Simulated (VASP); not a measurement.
Runs of VASP 6.6.1 on Rh. The structure is that of space group P6_3/mmc (No. 194), or close to it. The cells are those of the table. This isn't the form of Rh at room conditions, which is fcc.

| cell | gap on the mesh (eV) | pressure (GPa) |
| --- | --- | --- |
| a = 2.731, b = 2.731, c = 4.428 Å, angles 90.0, 90.0, 120.0°, 2 atoms | none | -13.8 |
| a = 2.675, b = 2.675, c = 4.338 Å, angles 90.0, 90.0, 120.0°, 2 atoms | none | 2.3 |
| a = 2.703, b = 2.703, c = 4.384 Å, angles 90.0, 90.0, 120.0°, 2 atoms | none | (b) |
| a = 2.785, b = 2.785, c = 4.515 Å, angles 90.0, 90.0, 120.0°, 2 atoms | none | (a) |
| a = 2.758, b = 2.758, c = 4.472 Å, angles 90.0, 90.0, 120.0°, 2 atoms | none | -19.8 |

Alike in all rows: task single point; level PBEsol; potentials or basis VASP PAW PBE potentials, release 64 (Rh_pv); no spin polarisation; k mesh 12 × 12 × 7; cutoff (eV) 520; smearing fermi-dirac 0.05 eV.

**Question.** Fill in the values left out.

**Answer.** (a) -24.6; (b) -6.6.

Caveats: the PAW data sets were made with another functional, which shifts forces and pressure a little; the cell stands under tension (at least some runs).

A k mesh can miss the band edges, and the runs leave out spin-orbit coupling on Rh.

A gap of «none» marks levels without a gap at the run's occupations.
